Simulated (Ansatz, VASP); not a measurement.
WS2: VASP beside Ansatz

```
W S
1.0
     3.18162    0.00000    0.00000
    -1.59081    2.75536    0.00000
     0.00000    0.00000   13.85142
W S
2 4
Direct
  0.33333 0.66667 0.25000
  0.66667 0.33333 0.75000
  0.33333 0.66667 0.63737
  0.66667 0.33333 0.13737
  0.33333 0.66667 0.86263
  0.66667 0.33333 0.36263
```

Change from the starting cell: strain along c alone, the other axes held, atoms relaxed: +6.0 %.

Alike in both runs: functional r2SCAN; k mesh 12 × 12 × 2; occupations gaussian, width 0.02 eV; no spin polarisation.

Ansatz relaxed the structure, and its values are those at the end. VASP's run is a single point on that final structure, the one shown.

|  | VASP | Ansatz |
| --- | --- | --- |
| version | VASP 6.6.1 | Ansatz 0.2.0 |
| potentials or method | VASP PAW PBE potentials, release 64 (W_sv, S), cutoff 520 eV | scalar-relativistic, plane waves, PAW |
| valence electrons in the cell | 52 | 52 |

|  | VASP | Ansatz | Ansatz less VASP |
| --- | --- | --- | --- |
| gap on the k mesh at the Fermi level (eV) | 1.56 | 1.54 | -0.018 |
| least direct gap on the mesh (eV) | 1.90 | 1.90 | -0.004 |
| pressure (GPa) | -0.1 | -0.2 | -0.16 |
| rms of the force components (eV/Å) | 0.013 | 0.003 | -0.0102 |

VASP's potentials were made for PBE, not for r2SCAN. With one functional, cell and mesh, what is left measures potentials, basis and numerics. Ansatz's warnings: stress scf threshold loose.

Spin-orbit coupling is off throughout.
